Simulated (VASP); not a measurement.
# CdS in VASP: notebook

CdS is run at these levels: r2SCAN; tasks: single point.

Everything below comes from runs of VASP 6.6.1. Logs are shortened: lines on timing, memory, paths and dates and some standing lists are left out, and cuts for length are marked.

### Step 1. The cell of the first run

The structure is cubic, space group Fm-3m (No. 225). Conventional cell: a = 5.352 Å, b = 5.352 Å, c = 5.352 Å, α = 90.00°, β = 90.00°, γ = 90.00°. Cd (site symmetry m-3m) has 6 S at 2.68 Å within 3.5 Å. Within 3.5 Å of S (site symmetry m-3m) lie 6 Cd at 2.68 Å.

### Step 2. Single point, r2SCAN (strain -1.9%)

POSCAR

```
CdS
1.0
    0.0000000000      2.6757858228      2.6757858228
    2.6757858228      0.0000000000      2.6757858228
    2.6757858228      2.6757858228      0.0000000000
Cd S
1 1
Direct
    0.0000000000      0.0000000000      0.0000000000
    0.5000000000      0.5000000000      0.5000000000
```

INCAR.step1

```
ALGO = Normal ; EDIFF = 1E-4
ENCUT = 520 ; GGA = PE
ISMEAR = 0 ; LASPH = T
LCHARG = F ; LREAL = F
LWAVE = T ; NBANDS = 16
NELM = 60 ; PREC = Accurate
SIGMA = 0.01
```

INCAR.step2

```
ALGO = Normal ; EDIFF = 1E-6
ENCUT = 520 ; ISIF = 2
ISMEAR = 0 ; ISTART = 1
LASPH = T ; LCHARG = T
LELF = T ; LMIXTAU = T
LREAL = F ; LVHAR = T
LWAVE = F ; METAGGA = R2SCAN
NBANDS = 16 ; NELM = 60
PREC = Accurate ; SIGMA = 0.01
```

KPOINTS

```
k-points
0
Gamma
  8 8 8
```

Potentials or basis: VASP PAW PBE potentials, release 64 (Cd, S).

Command:

```console
> cat potpaw_PBE.64/Cd/POTCAR potpaw_PBE.64/S/POTCAR > POTCAR
> cp INCAR.step1 INCAR
> mpirun -np 1 vasp_std > vasp.out
> cp INCAR.step2 INCAR
> mpirun -np 1 vasp_std > vasp.out
```

OUTCAR:

```text
EDIFF = 1E-6
   ENCUT = 520
   ISIF = 2
   ISMEAR = 0
   ISTART = 1
   LASPH = T
   LREAL = F
   METAGGA = R2SCAN
   NELM = 60
   PREC = Accurate

 ion  position               nearest neighbor table
   1  0.000  0.000  0.000-   2 2.68   2 2.68   2 2.68   2 2.68   2 2.68   2 2.68
   2  0.500  0.500  0.500-   1 2.68   1 2.68   1 2.68   1 2.68   1 2.68   1 2.68

  LATTYP: Found a face centered cubic cell.
 ALAT       =     5.3515716456

  Lattice vectors:

 A1 = (   0.0000000000,   2.6757858228,   2.6757858228)
 A2 = (   2.6757858228,   0.0000000000,   2.6757858228)
 A3 = (   2.6757858228,   2.6757858228,   0.0000000000)

Analysis of symmetry for initial positions (statically):
=====================================================================
 Subroutine PRICEL returns:
 Original cell was already a primitive cell.

 Routine SETGRP: Setting up the symmetry group for a
 face centered cubic supercell.

 Subroutine GETGRP returns: Found 48 space group operations
[... 9 lines left out ...]

 Routine SETGRP: Setting up the symmetry group for a
 face centered cubic supercell.

 Subroutine GETGRP returns: Found 48 space group operations
[... 11 lines left out ...]
                                     Primitive cell

  volume of cell :      38.3163

  direct lattice vectors                    reciprocal lattice vectors
     0.000000000  2.675785823  2.675785823    -0.186860995  0.186860995  0.186860995
     2.675785823  0.000000000  2.675785823     0.186860995 -0.186860995  0.186860995
     2.675785823  2.675785823  0.000000000     0.186860995  0.186860995 -0.186860995

  length of vectors
     3.784132601  3.784132601  3.784132601     0.323652736  0.323652736  0.323652736

  position of ions in fractional coordinates (direct lattice)
     0.000000000  0.000000000  0.000000000
     0.500000000  0.500000000  0.500000000

  ion indices of the primitive-cell ions
   primitive index   ion index
                 1           1
                 2           2

----------------------------------------------------------------------------------------

 KPOINTS: k-points

Automatic generation of k-mesh.
 Grid dimensions read from file:
 generate k-points for:    8    8    8

 Generating k-lattice:

  Cartesian coordinates                     Fractional coordinates (reciprocal lattice)
    -0.023357624  0.023357624  0.023357624     0.125000000  0.000000000  0.000000000
[... 49 lines left out ...]
 SYSTEM =  unknown system
   PREC   = accura    normal or accurate (medium, high low for compatibility)
   ISTART =      1    job   : 0-new  1-cont  2-samecut
   ICHARG =      0    charge: 1-file 2-atom 10-const
   ISPIN  =      1    spin polarized calculation?
   LNONCOLLINEAR =      F non collinear calculations
   LSORBIT =      F    spin-orbit coupling
   LASPH  =      T    aspherical Exc in radial PAW
   ENCUT  =  520.0 eV  38.22 Ry    6.18 a.u.   7.04  7.04  7.04*2*pi/ulx,y,z
   NELM   =     60;   NELMIN=  2; NELMDL=  0     # of ELM steps
   EDIFF  = 0.1E-05   stopping-criterion for ELM
   LREAL  =      F    real-space projection
[... 7 lines left out ...]
   TEBEG  =    0.0;   TEEND  =   0.0 temperature during run
   PSTRESS=    0.0 pullay stress
   NELECT =      18.0000    total number of electrons
   NUPDOWN=      -1.0000    fix difference up-down
   EMIN   =  10.00;   EMAX   =-10.00  energy-range for DOS
   EFERMI =   0.00;   METHOD = LEGACY
   ISMEAR =     0;   SIGMA  =   0.01  broadening in eV -4-tet -1-fermi 0-gaus
   EFERMI_NEDOS =   21; number of points for ismear=-14 and -15
   IALGO  =     38    algorithm
   IMIX   =      4    mixing-type and parameters
     AMIX     =   0.40;   BMIX     =  1.00
     AMIX_MAG =   1.60;   BMIX_MAG =  1.00
  volume/ion in A,a.u.               =      19.16       129.29
  Fermi-wavevector in a.u.,A,eV,Ry     =   1.272636  2.404934 22.036040  1.619603
  Thomas-Fermi vector in A             =   2.405504
   LORBIT       =      0    0 simple, 1 ext, 2 COOP (PROOUT), +10 PAW based schemes
   METAGGA = R2SCAN    functional components
   LHFCALC =     F    Hartree Fock is set to
   AEXX    =    0.0000 exact exchange contribution
   IVDW    =     0    specifies the selected vdW correction
   LEPSILON=     F    determine dielectric tensor
   LRPA    =     F    only Hartree local field effects (RPA)
 non-spin polarized calculation
 Gauss-broadening in eV      SIGMA  =   0.01
  energy-cutoff  :      520.00
  volume of cell :       38.32
 maximum number of plane-waves:      1056
   NGX = 15   NGY = 15   NGZ = 15

 number of electron      18.0000006 magnetization

 Free energy of the ion-electron system (eV)
  ---------------------------------------------------
  ext. energy  EPLUGINS =         0.00000000
  ---------------------------------------------------
  free energy    TOTEN  =       -29.48126241 eV

  energy without entropy =      -29.48126241  energy(sigma->0) =      -29.48126241

 E-fermi :   3.4240     XC(G=0): -11.3110

 val. band max:        3.3453938461   @ k =   0.5000   0.0000   0.0000
 cond. band min:       4.0687394270   @ k =   0.5000   0.5000   0.0000
 fundamental gap:      0.7233455809
 Fermi energy:         3.4239734105

 k-point     1 :       0.0000    0.0000    0.0000
  band No.  band energies     occupation
      1     -10.4355      2.00000
      2      -4.6522      2.00000
      3      -4.6522      2.00000
      4      -4.6483      2.00000
      5      -4.6483      2.00000
      6      -4.6483      2.00000
[... 433 lines left out ...]
      3      -4.7950      2.00000
      4      -4.7326      2.00000
      5      -4.3915      2.00000
      6      -4.2802      2.00000
[... 8 lines left out ...]
     15      16.8388      0.00000
     16      18.9708      0.00000

 [... further k-points ...]

------------------------ aborting loop because EDIFF is reached ----------------------------------------

  FORCE on cell =-STRESS in cart. coord.  units (eV):
  Direction    XX          YY          ZZ          XY          YZ          ZX
  --------------------------------------------------------------------------------------
  -------------------------------------------------------------------------------------
  Total        1.4196714      1.4196714      1.4196714     -0.0000000      0.0000000     -0.0000000
  in kB       59.3627998     59.3627998     59.3627998     -0.0000000      0.0000000     -0.0000000
  external PRESSURE =      59.3627998 kB  Pullay stress =       0.0000000 kB

 VOLUME and BASIS-vectors are now :
 -----------------------------------------------------------------------------
  energy-cutoff  :      520.00
  volume of cell :       38.32
      direct lattice vectors                 reciprocal lattice vectors
     0.000000000  2.675785823  2.675785823    -0.186860995  0.186860995  0.186860995
     2.675785823  0.000000000  2.675785823     0.186860995 -0.186860995  0.186860995
     2.675785823  2.675785823  0.000000000     0.186860995  0.186860995 -0.186860995

 POSITION                                       TOTAL-FORCE (eV/Angst)
 -----------------------------------------------------------------------------------
      0.00000      0.00000      0.00000         0.000000      0.000000     -0.000000
      2.67579      2.67579      2.67579         0.000000     -0.000000      0.000000
 -----------------------------------------------------------------------------------
    total drift:                                0.000000      0.000000      0.000000

  FREE ENERGIE OF THE ION-ELECTRON SYSTEM (eV)
  ---------------------------------------------------
  free  energy   TOTEN  =       -29.4812624067 eV

  energy  without entropy=      -29.4812624067  energy(sigma->0) =      -29.48126241
```

OUTCAR.step1:

```text
EDIFF = 1E-4
   ENCUT = 520
   GGA = PE
   ISMEAR = 0
   LASPH = T
[... 676 lines left out ...]
 -----------------------------------------------------------------------------------
      0.00000      0.00000      0.00000         0.000000     -0.000000      0.000000
      2.67579      2.67579      2.67579        -0.000000      0.000000     -0.000000
 -----------------------------------------------------------------------------------
    total drift:                                0.000000      0.000000      0.000000

  FREE ENERGIE OF THE ION-ELECTRON SYSTEM (eV)
  ---------------------------------------------------
  free  energy   TOTEN  =        -5.8033451580 eV

  energy  without entropy=       -5.8033451580  energy(sigma->0) =       -5.80334516
```

OSZICAR.step1:

```text
N       E                     dE             d eps       ncg     rms          rms(c)
DAV:   1     0.113082744493E+03    0.11308E+03   -0.95043E+03   936   0.108E+03
DAV:   2    -0.243037149538E+01   -0.11551E+03   -0.10801E+03  1064   0.263E+02
DAV:   3    -0.634693886130E+01   -0.39166E+01   -0.39091E+01  1184   0.515E+01
DAV:   4    -0.636439249863E+01   -0.17454E-01   -0.17453E-01  1080   0.336E+00
DAV:   5    -0.636454902023E+01   -0.15652E-03   -0.15652E-03  1192   0.309E-01    0.875E+00
DAV:   6    -0.583124916406E+01    0.53330E+00   -0.80766E-01  1264   0.120E+01    0.713E+00
DAV:   7    -0.580401430353E+01    0.27235E-01   -0.18520E-01  1136   0.311E+00    0.354E+00
DAV:   8    -0.580354652012E+01    0.46778E-03   -0.20665E-02  1088   0.184E+00    0.366E-01
DAV:   9    -0.580331902326E+01    0.22750E-03   -0.18945E-03  1160   0.663E-01    0.746E-02
DAV:  10    -0.580334515796E+01   -0.26135E-04   -0.18629E-04   896   0.159E-01
   1 F= -.58033452E+01 E0= -.58033452E+01  d E =-.427032E-53
```

Wall time 50 s (1 thread of Intel Xeon 6975P-C (Granite Rapids), shared host); peak memory 0.16 GiB.

Results:

| Item | Value |
| --- | --- |
| Free energy | -29.4813 eV |
| Pressure | 5.9 GPa |
| Band gap on the k mesh | 0.72 eV, indirect (least direct gap 2.78 eV) |

Caveat: the cell differs from its parent crystal (strain -1.9%); the PAW data sets were made with another functional, which shifts forces and pressure a little. A k mesh can miss the band edges.

### Step 3. Single point, r2SCAN (strain along [111] -0.6%)

POSCAR

```
CdS
1.0
   -0.0116342466      2.7151422976      2.7151422976
    2.7151422976     -0.0116342466      2.7151422976
    2.7151422976      2.7151422976     -0.0116342466
Cd S
1 1
Direct
    0.0000000000      0.0000000000      0.0000000000
    0.5000000000      0.5000000000      0.5000000000
```

INCAR.step1

```
PREC = Accurate
ENCUT = 520
ISMEAR = 0
SIGMA = 0.01
LREAL = F
LASPH = T
NELM = 60
NBANDS = 16
GGA = PE
ALGO = Normal
EDIFF = 1E-4
LWAVE = T
LCHARG = F
```

INCAR.step2

```
PREC = Accurate
ENCUT = 520
EDIFF = 1E-6
ISMEAR = 0
SIGMA = 0.01
LREAL = F
LASPH = T
NELM = 60
ALGO = Normal
ISIF = 2
LWAVE = F
LCHARG = T
METAGGA = R2SCAN
LMIXTAU = T
LELF = T
LVHAR = T
NBANDS = 16
ISTART = 1
```

KPOINTS

```
Automatic mesh
0
Gamma
  8 8 8
```

Potentials or basis: VASP PAW PBE potentials, release 64 (Cd, S).

Command:

```console
> cat potpaw_PBE.64/Cd/POTCAR potpaw_PBE.64/S/POTCAR > POTCAR
> cp INCAR.step1 INCAR
> mpirun -np 1 vasp_std > vasp.out
> cp INCAR.step2 INCAR
> mpirun -np 1 vasp_std > vasp.out
```

OUTCAR:

```text
PREC = Accurate
   ENCUT = 520
   EDIFF = 1E-6
   ISMEAR = 0
   LREAL = F
   LASPH = T
   NELM = 60
   ISIF = 2
   METAGGA = R2SCAN
   ISTART = 1

 ion  position               nearest neighbor table
   1  0.000  0.000  0.000-   2 2.72   2 2.72   2 2.72   2 2.72   2 2.72   2 2.72
   2  0.500  0.500  0.500-   1 2.72   1 2.72   1 2.72   1 2.72   1 2.72   1 2.72

  LATTYP: Found a trigonal (rhomboedric) cell.
 ALAT       =     3.8398086864
 COS(alpha) =     0.4957105001

[... 644 lines left out ...]
 [... further k-points ...]

------------------------ aborting loop because EDIFF is reached ----------------------------------------

  FORCE on cell =-STRESS in cart. coord.  units (eV):
  Direction    XX          YY          ZZ          XY          YZ          ZX
  --------------------------------------------------------------------------------------
  -------------------------------------------------------------------------------------
  Total        0.2582730      0.2582730      0.2582730      0.0395783      0.0395783      0.0395783
  in kB       10.2706836     10.2706836     10.2706836      1.5739030      1.5739030      1.5739030
  external PRESSURE =      10.2706836 kB  Pullay stress =       0.0000000 kB

 VOLUME and BASIS-vectors are now :
 -----------------------------------------------------------------------------
  energy-cutoff  :      520.00
  volume of cell :       40.29
      direct lattice vectors                 reciprocal lattice vectors
    -0.011634247  2.715142298  2.715142298    -0.182972992  0.183760396  0.183760396
     2.715142298 -0.011634247  2.715142298     0.183760396 -0.182972992  0.183760396
     2.715142298  2.715142298 -0.011634247     0.183760396  0.183760396 -0.182972992

 POSITION                                       TOTAL-FORCE (eV/Angst)
 -----------------------------------------------------------------------------------
      0.00000      0.00000      0.00000         0.000000      0.000000      0.000000
      2.70933      2.70933      2.70933        -0.000000     -0.000000     -0.000000
 -----------------------------------------------------------------------------------
    total drift:                               -0.000000      0.000000      0.000000

  FREE ENERGIE OF THE ION-ELECTRON SYSTEM (eV)
  ---------------------------------------------------
  free  energy   TOTEN  =       -29.5228358652 eV

  energy  without entropy=      -29.5228358652  energy(sigma->0) =      -29.52283587
```

OSZICAR.step1:

```text
N       E                     dE             d eps       ncg     rms          rms(c)
DAV:   1     0.109214567570E+03    0.10921E+03   -0.93733E+03  2168   0.106E+03
DAV:   2    -0.263274616890E+01   -0.11185E+03   -0.10432E+03  2584   0.259E+02
DAV:   3    -0.641929163597E+01   -0.37865E+01   -0.37804E+01  2496   0.496E+01
DAV:   4    -0.643705081948E+01   -0.17759E-01   -0.17758E-01  2592   0.339E+00
DAV:   5    -0.643721639505E+01   -0.16558E-03   -0.16557E-03  2528   0.315E-01    0.776E+00
DAV:   6    -0.589116452152E+01    0.54605E+00   -0.84644E-01  2792   0.116E+01    0.647E+00
DAV:   7    -0.586554057461E+01    0.25624E-01   -0.17171E-01  2624   0.298E+00    0.333E+00
DAV:   8    -0.586477356661E+01    0.76701E-03   -0.18414E-02  2472   0.169E+00    0.313E-01
DAV:   9    -0.586458232785E+01    0.19124E-03   -0.15526E-03  2592   0.572E-01    0.641E-02
DAV:  10    -0.586462592399E+01   -0.43596E-04   -0.18029E-04  2160   0.141E-01
   1 F= -.58646259E+01 E0= -.58646259E+01  d E =-.284588E-34
```

Wall time 2.2 min (1 thread of Intel Xeon 6975P-C (Granite Rapids), shared host); peak memory 0.19 GiB.

Results:

| Quantity | Value |
| --- | --- |
| Free energy | -29.5228 eV |
| Pressure | 1.0 GPa |
| Band gap on the k mesh | 0.72 eV, indirect (least direct gap 2.36 eV) |

Caveat: the cell differs from its parent crystal (strain along [111] -0.6%); the PAW data sets were made with another functional, which shifts forces and pressure a little.
